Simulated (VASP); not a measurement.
# C: single point with LDA

Crystal: C.

```
C
1.0
     0.00000    1.80598    1.85004
     1.80598    0.00000    1.85004
     1.80598    1.80598    0.00000
C
2
Direct
  0.50000 0.50000 0.50000
  0.75000 0.75000 0.75000
```

This cell differs from its parent crystal: volume 6.034 Å^3 an atom, c/a of the conventional cell 1.0244.

```yaml
Program: VASP 6.6.1
Task: single point
Functional: LDA
Potentials_or_basis: VASP PAW LDA potentials, release 64 (C)
Cutoff: 520 eV
k_mesh: 12 × 12 × 12
Occupations: gaussian, width 0.05 eV
Spin: no spin polarisation
Dipole_correction: no
Further_INCAR_settings: ALGO = Normal; EDIFF = 1e-07; NBANDS = 11
```

```
Pressure               : -34.9 GPa
Band gap on the k mesh : 3.68 eV, indirect (least direct gap 5.16 eV)
```

Stress tensor (GPa, compression positive):
```
-27.83   0.00   0.00
  0.00 -27.83   0.00
  0.00   0.00 -49.18
```

Levels at points of the mesh, in eV from the valence-band top:
| k point | band 1 | band 2 | band 3 | band 4 | band 5 | band 6 | band 7 | band 8 |
| --- | --- | --- | --- | --- | --- | --- | --- | --- |
| (0.00, 0.00, 0.00) | -20.63 | -0.36 | 0.00 | 0.00 | 5.16 | 5.16 | 5.44 | 12.04 |
| (0.50, 0.00, 0.00) | -15.13 | -12.81 | -2.96 | -2.54 | 7.56 | 8.08 | 8.41 | 14.72 |
| (0.50, 0.50, 0.00) | -12.54 | -12.54 | -5.82 | -5.82 | 4.80 | 4.80 | 15.50 | 15.50 |
| (0.50, 0.00, 0.50) | -12.18 | -12.18 | -6.15 | -6.15 | 4.27 | 4.27 | 15.60 | 15.60 |

Wall time 19 s on 1 thread of Intel(R) Xeon(R) Platinum 8488C (Sapphire Rapids), with other jobs on the host, peak memory 0.12 GiB.

 A k mesh can miss the band edges.
